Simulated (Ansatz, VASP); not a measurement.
## Au: VASP beside Ansatz

```
CELL_PARAMETERS angstrom
-1.83700 1.66205 1.66205
1.66205 -1.83700 1.66205
1.66205 1.66205 -1.83700
ATOMIC_POSITIONS crystal
Au 0.00000 0.00000 0.00000
```

Alike in both runs: task single point; functional r2SCAN; k mesh 22 × 22 × 22; occupations gaussian, width 0.15 eV; no spin polarisation.

|  | VASP | Ansatz |
| --- | --- | --- |
| version | VASP 6.6.1 | Ansatz 0.2.0 |
| potentials or method | VASP PAW PBE potentials, release 64 (Au), cutoff 520 eV | scalar-relativistic, plane waves, PAW |
| valence electrons in the cell | 11 | 19 |

Ansatz gave:

* gap on the k mesh at the Fermi level (eV): none
* pressure (GPa): 2.6
* traceless stress, the component that is largest in VASP (GPa): 11.15

Q: Estimate VASP's values.

A: gap on the k mesh at the Fermi level (eV): none; pressure (GPa): 2.9; traceless stress, the component that is largest in VASP (GPa): 11.29.

VASP's potentials were made for PBE, not for r2SCAN. A gap of «none» marks a metal or a gap that the smearing closes. The functional is the same, so the differences come from potentials, cutoffs and numerics. VASP's potentials hold 11 valence electrons a cell and Ansatz's 19, so a difference there can come from the potentials and not from the codes.

Spin-orbit coupling is off throughout.
